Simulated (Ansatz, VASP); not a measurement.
# C: VASP beside Ansatz

```xyz
3
Lattice="5.9216 0.0000 0.0000 -2.9608 5.1282 0.0000 0.0000 0.0000 1.2827" Properties=species:S:1:pos:R:3 pbc="T T T"
C     5.9216    0.0000    0.0000
C     0.0000    3.4188    0.6414
C     2.9608    1.7094    0.6414
```

Alike in both runs: task single point; functional PBEsol; k mesh 7 × 7 × 27; occupations fermi-dirac, width 0.1 eV; no spin polarisation.

```csv
,VASP,Ansatz
version,VASP 6.6.1,Ansatz 0.2.0
potentials or method,"VASP PAW PBE potentials, release 64 (C), cutoff 520 eV","plane waves (420 eV) with PAW, scalar-relativistic"
valence electrons in the cell,12,12
```

Ansatz gave:

| Item | Value |
| --- | --- |
| pressure (GPa) | 0.2 |
| traceless stress, the component that is largest in VASP (GPa) | -1.87 |

Which values does VASP return?

Pressure (GPa): 0.2; traceless stress, the component that is largest in VASP (GPa): -1.81.

VASP's potentials were made for PBE, not for PBEsol, and Ansatz warns of the same on its side.
